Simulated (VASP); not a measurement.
Input of a VASP 6.6.1 run:

File POSCAR:

```
Si
1.0
    0.0000000000      2.7135600000      2.7135600000
    2.7135600000      0.0000000000      2.7135600000
    2.7135600000      2.7135600000      0.0000000000
Si
2
Direct
    0.7500000000      0.7500000000      0.7500000000
    0.5000000000      0.5000000000      0.5000000000
```

Contents of INCAR.step1:

```
ALGO = Normal
EDIFF = 1E-6
ENCUT = 400
GGA = PE
GGA_COMPAT = F
ISIF = 2
ISMEAR = 0
IVDW = 12
LASPH = T
LCHARG = T
LORBIT = 11
LREAL = F
LWAVE = F
NBANDS = 11
NEDOS = 2001
NELM = 120
PREC = Accurate
SIGMA = 0.01
```

Contents of KPOINTS.step1:

```
k-points
0
Gamma
  5 5 5
```

INCAR.step2

```
ALGO = Normal
EDIFF = 1E-6
ENCUT = 400
GGA = PE
GGA_COMPAT = F
ICHARG = 11
ISIF = 2
ISMEAR = -5
IVDW = 12
LASPH = T
LCHARG = F
LORBIT = 11
LREAL = F
LWAVE = F
NEDOS = 2001
NELM = 120
PREC = Accurate
SIGMA = 0.01
```

KPOINTS.step2

```
k-points
0
Gamma
  8 8 8
```

Potentials or basis: VASP PAW PBE potentials, release 64 (Si).

The run is started by

```console
$ cat potpaw_PBE.64/Si/POTCAR > POTCAR
$ cp INCAR.step1 INCAR
$ cp KPOINTS.step1 KPOINTS
$ mpirun -np 1 vasp_std > vasp.out
$ cp INCAR.step2 INCAR
$ cp KPOINTS.step2 KPOINTS
$ mpirun -np 1 vasp_std > vasp.out
```

**Question.** Estimate the dispersion energy per atom.

**Answer.** -0.315 eV.

Caveat: three body term missing.
